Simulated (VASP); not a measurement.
Write the native input for VASP 6.6.1 that does the following.

```
Task                   : single point
Functional             : BLYP
Potentials or basis    : VASP PAW PBE potentials, release 64 (Zr_sv)
Cutoff                 : 520 eV
k mesh                 : 13 × 13 × 13
Occupations            : fermi-dirac, width 0.1 eV
Spin                   : no spin polarisation
Dipole correction      : no
Further INCAR settings : ALGO = Normal; EDIFF = 1e-06; NBANDS = 12
```

The structure of Zr lies in POSCAR:

```
Zr
1.0
    0.0000000000      2.3201806751      2.3201806751
    2.3201806751      0.0000000000      2.3201806751
    2.3201806751      2.3201806751      0.0000000000
Zr
1
Direct
    0.0000000000      0.0000000000      0.0000000000
```

This cell differs from its parent crystal: volume scaled by 1.04.

The input as run:

INCAR

```
SYSTEM = Zr
  PREC = Accurate
  ENCUT = 520
  EDIFF = 1E-6
  ISMEAR = -1
  SIGMA = 0.1
  LREAL = .False.
  LASPH = .True.
  NELM = 80
  ALGO = Normal
  ISIF = 2
  LWAVE = .False.
  LCHARG = .True.
  GGA = B5
  ALDAX = 1.0
  AGGAX = 1.0
  AGGAC = 1.0
  ALDAC = 0.0
  LELF = .True.
  LVHAR = .True.
  NBANDS = 12
```

KPOINTS

```
Automatic mesh
0
Gamma
  13 13 13
  0 0 0
```

Potentials or basis: VASP PAW PBE potentials, release 64 (Zr_sv).

The run is started by

```console
$ cat potpaw_PBE.64/Zr_sv/POTCAR > POTCAR
$ mpirun -np 1 vasp_std > vasp.out
```

It gave:

```yaml
Pressure: -2.9 GPa
Band_gap_on_the_k_mesh: zero (band 6 reaches 9.50 eV, above the bottom of band 7 at 8.10 eV)
```

Caveat: the PAW data sets were made with another functional, which shifts forces and pressure a little.

Wall time 22 s on 1 thread of AMD EPYC 7R13, with other jobs on the host, peak memory 0.15 GiB.
